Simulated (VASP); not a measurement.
# H (P4/mmm) in VASP: notebook

The runs below take H through single point, with LDA.

Everything below comes from runs of VASP 6.6.1. Logs are shortened: lines on timing, memory, paths and dates and some standing lists are left out, and cuts for length are marked.

### 1 The cell of the first run

The structure is tetragonal, space group P4/mmm (No. 123). Conventional cell: a = 2.716 Å, b = 2.716 Å, c = 1.030 Å, α = 90.00°, β = 90.00°, γ = 90.00°. Within 1.4 Å of H (site symmetry 4/mmm) lie 2 H at 1.03 Å.

### 2 Single point, LDA (strain +0.025 along x and y, +0.050 along z)

INCAR reads:

```
PREC     = Accurate       # precision mode
ENCUT    = 520            # plane-wave cutoff, eV
EDIFF    = 1E-6           # SCF threshold, eV
ISMEAR   = 0              # smearing method
SIGMA    = 0.05           # smearing width, eV
LREAL    = False          # projectors in reciprocal space
LASPH    = True           # aspherical terms in the spheres
NELM     = 100            # most SCF steps
ALGO     = Normal         # electronic algorithm
ISIF     = 2              # what is computed and relaxed
LWAVE    = False          # write WAVECAR
LCHARG   = False          # write CHGCAR
NBANDS   = 6              # bands
```

KPOINTS reads:

```
regular mesh
0
Gamma
  10 10 26
```

POSCAR reads:

```
H
1.0
    2.7158797074      0.0000000000      0.0000000000
    0.0000000000      2.7158797074      0.0000000000
    0.0000000000      0.0000000000      1.0295175660
H
1
Direct
    0.0000000000      0.0000000000      0.5000000000
```

Potentials or basis: VASP PAW LDA potentials, release 64 (H).

Launch:

```sh
> cat potpaw_LDA.64/H/POTCAR > POTCAR
> mpirun -np 1 vasp_std > vasp.out
```

OUTCAR:

```text
PREC = Accurate
   ENCUT = 520
   EDIFF = 1E-6
   ISMEAR = 0
   LREAL = False
   LASPH = True
   NELM = 100
   ISIF = 2

 ion  position               nearest neighbor table
   1  0.000  0.000  0.500-

  LATTYP: Found a simple tetragonal cell.
 ALAT       =     2.7158797074
 C/A-ratio  =     0.3790733305

  Lattice vectors:

 A1 = (   2.7158797074,   0.0000000000,   0.0000000000)
 A2 = (   0.0000000000,   2.7158797074,   0.0000000000)
 A3 = (   0.0000000000,   0.0000000000,   1.0295175660)

Analysis of symmetry for initial positions (statically):
=====================================================================
 Subroutine PRICEL returns:
 Original cell was already a primitive cell.

 Routine SETGRP: Setting up the symmetry group for a
 simple tetragonal supercell.

 Subroutine GETGRP returns: Found 16 space group operations
 (whereof 16 operations were pure point group operations)
 out of a pool of 16 trial point group operations.

The static configuration has the point symmetry D_4h.

Analysis of symmetry for dynamics (positions and initial velocities):
=====================================================================
 Subroutine PRICEL returns:
 Original cell was already a primitive cell.

 Routine SETGRP: Setting up the symmetry group for a
 simple tetragonal supercell.

 Subroutine GETGRP returns: Found 16 space group operations
 (whereof 16 operations were pure point group operations)
 out of a pool of 16 trial point group operations.

The dynamic configuration has the point symmetry D_4h.

 Subroutine INISYM returns: Found 16 space group operations
 (whereof 16 operations are pure point group operations),
 and found     1 'primitive' translations

----------------------------------------------------------------------------------------

                                     Primitive cell

  volume of cell :       7.5937

  direct lattice vectors                    reciprocal lattice vectors
     2.715879707  0.000000000  0.000000000     0.368204820  0.000000000  0.000000000
     0.000000000  2.715879707  0.000000000     0.000000000  0.368204820  0.000000000
     0.000000000  0.000000000  1.029517566     0.000000000  0.000000000  0.971328740

  length of vectors
     2.715879707  2.715879707  1.029517566     0.368204820  0.368204820  0.971328740

  position of ions in fractional coordinates (direct lattice)
     0.000000000  0.000000000  0.500000000

  ion indices of the primitive-cell ions
   primitive index   ion index
                 1           1

[... 65 lines left out ...]
   ISPIN  =      1    spin polarized calculation?
   LNONCOLLINEAR =      F non collinear calculations
   LSORBIT =      F    spin-orbit coupling
   LASPH  =      T    aspherical Exc in radial PAW
   ENCUT  =  520.0 eV  38.22 Ry    6.18 a.u.   5.05  5.05  1.91*2*pi/ulx,y,z
   NELM   =    100;   NELMIN=  2; NELMDL= -5     # of ELM steps
   EDIFF  = 0.1E-05   stopping-criterion for ELM
   LREAL  =      F    real-space projection
   EDIFFG = 0.1E-04   stopping-criterion for IOM
   NSW    =      0    number of steps for IOM
   IBRION =     -1    ionic relax: 0-MD 1-quasi-New 2-CG
   NFREE  =      0    steps in history (QN), initial steepest desc. (CG)
   ISIF   =      2    stress and relaxation
   ISYM   =      2    0-nonsym 1-usesym 2-fastsym
   POTIM  = 0.5000    time-step for ionic-motion
   TEBEG  =    0.0;   TEEND  =   0.0 temperature during run
   PSTRESS=    0.0 pullay stress
   NELECT =       1.0000    total number of electrons
   NUPDOWN=      -1.0000    fix difference up-down
   EMIN   =  10.00;   EMAX   =-10.00  energy-range for DOS
   EFERMI =   0.00;   METHOD = LEGACY
   ISMEAR =     0;   SIGMA  =   0.05  broadening in eV -4-tet -1-fermi 0-gaus
   EFERMI_NEDOS =   21; number of points for ismear=-14 and -15
   IALGO  =     38    algorithm
   IMIX   =      4    mixing-type and parameters
     AMIX     =   0.40;   BMIX     =  1.00
     AMIX_MAG =   1.60;   BMIX_MAG =  1.00
  volume/ion in A,a.u.               =       7.59        51.24
  Fermi-wavevector in a.u.,A,eV,Ry     =   0.832894  1.573942  9.438537  0.693713
  Thomas-Fermi vector in A             =   1.946027
   LORBIT       =      0    0 simple, 1 ext, 2 COOP (PROOUT), +10 PAW based schemes
   GGA     = CA    functional components
   LHFCALC =     F    Hartree Fock is set to
   AEXX    =    0.0000 exact exchange contribution
   IVDW    =     0    specifies the selected vdW correction
   LEPSILON=     F    determine dielectric tensor
   LRPA    =     F    only Hartree local field effects (RPA)
 non-spin polarized calculation
 Gauss-broadening in eV      SIGMA  =   0.05
  energy-cutoff  :      520.00
  volume of cell :        7.59
 maximum number of plane-waves:       218
   NGX = 11   NGY = 11   NGZ =  3

 number of electron       0.9999999 magnetization

 Free energy of the ion-electron system (eV)
  ---------------------------------------------------
  ext. energy  EPLUGINS =         0.00000000
  ---------------------------------------------------
  free energy    TOTEN  =        -3.12707475 eV

  energy without entropy =       -3.12706317  energy(sigma->0) =       -3.12706896

 E-fermi :  -2.0820     XC(G=0):  -7.1789

 val. band max:       -2.1394448568   @ k =   0.5000   0.5000   0.2308
 cond. band min:      -2.0245090279   @ k =   0.0000   0.0000   0.2692
 fundamental gap:      0.1149358288
 Fermi energy:        -2.0819774645

 k-point     1 :       0.0000    0.0000    0.0000
  band No.  band energies     occupation
      1     -12.1848      2.00000
      2       7.2362      0.00000
      3      13.0149      0.00000
      4      13.0149      0.00000
      5      15.5849      0.00000
      6      32.3659      0.00000
[... 199 lines left out ...]
 k-point    24 :       0.2000    0.0000    0.0385
  band No.  band energies     occupation
      1     -11.5451      2.00000
      2       4.5537      0.00000
      3      12.3991      0.00000
      4      13.9272      0.00000
      5      22.0769      0.00000
      6      26.4257      0.00000

 [... further k-points ...]
[... 5 lines left out ...]
  --------------------------------------------------------------------------------------
  -------------------------------------------------------------------------------------
  Total       -0.0066306     -0.0066306     -0.4654263      0.0000000      0.0000000      0.0000000
  in kB       -1.3989694     -1.3989694    -98.1989028      0.0000000      0.0000000      0.0000000
  external PRESSURE =     -33.6656139 kB  Pullay stress =       0.0000000 kB

 VOLUME and BASIS-vectors are now :
 -----------------------------------------------------------------------------
  energy-cutoff  :      520.00
  volume of cell :        7.59
      direct lattice vectors                 reciprocal lattice vectors
     2.715879707  0.000000000  0.000000000     0.368204820  0.000000000  0.000000000
     0.000000000  2.715879707  0.000000000     0.000000000  0.368204820  0.000000000
     0.000000000  0.000000000  1.029517566     0.000000000  0.000000000  0.971328740

 POSITION                                       TOTAL-FORCE (eV/Angst)
 -----------------------------------------------------------------------------------
      0.00000      0.00000      0.51476         0.000000      0.000000      0.000000
 -----------------------------------------------------------------------------------
    total drift:                               -0.000000      0.000000      0.000000

  FREE ENERGIE OF THE ION-ELECTRON SYSTEM (eV)
  ---------------------------------------------------
  free  energy   TOTEN  =        -3.1270747526 eV

  energy  without entropy=       -3.1270631700  energy(sigma->0) =       -3.12706896
```

OSZICAR:

```text
N       E                     dE             d eps       ncg     rms          rms(c)
DAV:   1    -0.314517969145E+01   -0.31452E+01   -0.22483E+02  3702   0.700E+01
DAV:   2    -0.323069841104E+01   -0.85519E-01   -0.85519E-01  4764   0.547E+00
DAV:   3    -0.323073312005E+01   -0.34709E-04   -0.34709E-04  4032   0.110E-01
DAV:   4    -0.323073312700E+01   -0.69518E-08   -0.72509E-08  5184   0.148E-03
DAV:   5    -0.323073312750E+01   -0.49817E-09   -0.16932E-11  3906   0.147E-05    0.168E+00
DAV:   6    -0.316144751515E+01    0.69286E-01   -0.27442E-02  3852   0.482E-01    0.967E-01
DAV:   7    -0.312663337004E+01    0.34814E-01   -0.55528E-02  3810   0.715E-01    0.965E-02
DAV:   8    -0.312707177910E+01   -0.43841E-03   -0.19189E-04  3786   0.562E-02    0.891E-03
DAV:   9    -0.312707404880E+01   -0.22697E-05   -0.59504E-06  4578   0.899E-03    0.348E-03
DAV:  10    -0.312707475259E+01   -0.70379E-06   -0.32873E-07  4182   0.218E-03
   1 F= -.31270748E+01 E0= -.31270690E+01  d E =-.115826E-04
```

It took 7 s on 1 thread of Intel Xeon Platinum 8259CL at 2.50GHz (Skylake/Cascade Lake), shared host; peak memory 0.11 GiB.

What came out:

```
Free energy : -3.1271 eV
Pressure    : -3.4 GPa
```

Stress tensor (GPa, compression positive):
```
-0.14  0.00  0.00
 0.00 -0.14  0.00
 0.00  0.00 -9.82
```

Levels at points of the mesh, in eV from the Fermi level:
| k point | band 1 | band 2 | band 3 | band 4 | band 5 |
| --- | --- | --- | --- | --- | --- |
| (0.00, 0.00, 0.00) | -10.10 | 9.32 | 15.10 | 15.10 | 17.67 |
| (0.50, 0.00, 0.00) | -8.65 | 2.50 | 15.69 | 18.06 | 22.99 |
| (0.50, 0.50, 0.00) | -7.49 | 6.24 | 6.24 | 9.29 | 36.85 |
| (0.00, 0.00, 0.50) | 21.54 | 28.54 | 42.78 | 47.69 | 50.15 |
| (0.50, 0.00, 0.50) | 22.41 | 30.87 | 37.82 | 38.14 | 49.61 |
| (0.50, 0.50, 0.50) | 23.11 | 32.81 | 41.47 | 41.47 | 41.96 |

Caveat: the cell differs from its parent crystal (strain +0.025 along x and y, +0.050 along z).

### 3 Single point, LDA (strain +0.050 along x and y, -0.025 along z)

INCAR reads:

```
SYSTEM = H
PREC = Accurate
ENCUT = 520
EDIFF = 1E-7
ISMEAR = 0
SIGMA = 0.05
LREAL = .FALSE.
LASPH = .TRUE.
NELM = 60
ALGO = Normal
ISIF = 2
LWAVE = .FALSE.
LCHARG = .FALSE.
GGA = CA
NBANDS = 6
```

KPOINTS reads:

```
regular mesh
0
G
  10 10 26
  0 0 0
```

POSCAR reads:

```
H
1.0
    2.7821206758      0.0000000000      0.0000000000
    0.0000000000      2.7821206758      0.0000000000
    0.0000000000      0.0000000000      0.9559805970
H
1
Direct
    0.0000000000      0.0000000000      0.5000000000
```

Potentials or basis: VASP PAW LDA potentials, release 64 (H).

Launch:

```sh
> cat potpaw_LDA.64/H/POTCAR > POTCAR
> mpirun -np 1 vasp_std > vasp.out
```

It took 8.7 s on 1 thread of Intel Xeon Platinum 8259CL at 2.50GHz (Skylake/Cascade Lake), shared host; peak memory 0.11 GiB.

Results (log left out):

```
Free energy : -3.1239 eV
Pressure    : 3.6 GPa
```

Stress tensor (GPa, compression positive):
```
-0.69  0.00  0.00
 0.00 -0.69  0.00
 0.00  0.00 12.12
```

Levels at points of the mesh, in eV from the Fermi level:
| k point | band 1 | band 2 | band 3 | band 4 | band 5 |
| --- | --- | --- | --- | --- | --- |
| (0.00, 0.00, 0.00) | -11.14 | 7.92 | 13.72 | 13.72 | 16.41 |
| (0.50, 0.00, 0.00) | -9.95 | 1.92 | 14.12 | 16.43 | 21.45 |
| (0.50, 0.50, 0.00) | -9.01 | 5.40 | 5.40 | 8.50 | 33.92 |
| (0.00, 0.00, 0.50) | 26.06 | 33.25 | 47.25 | 51.67 | 54.52 |
| (0.50, 0.00, 0.50) | 26.75 | 35.21 | 42.94 | 43.19 | 53.83 |
| (0.50, 0.50, 0.50) | 27.31 | 36.81 | 46.35 | 46.35 | 46.75 |

Caveat: the cell differs from its parent crystal (strain +0.050 along x and y, -0.025 along z).
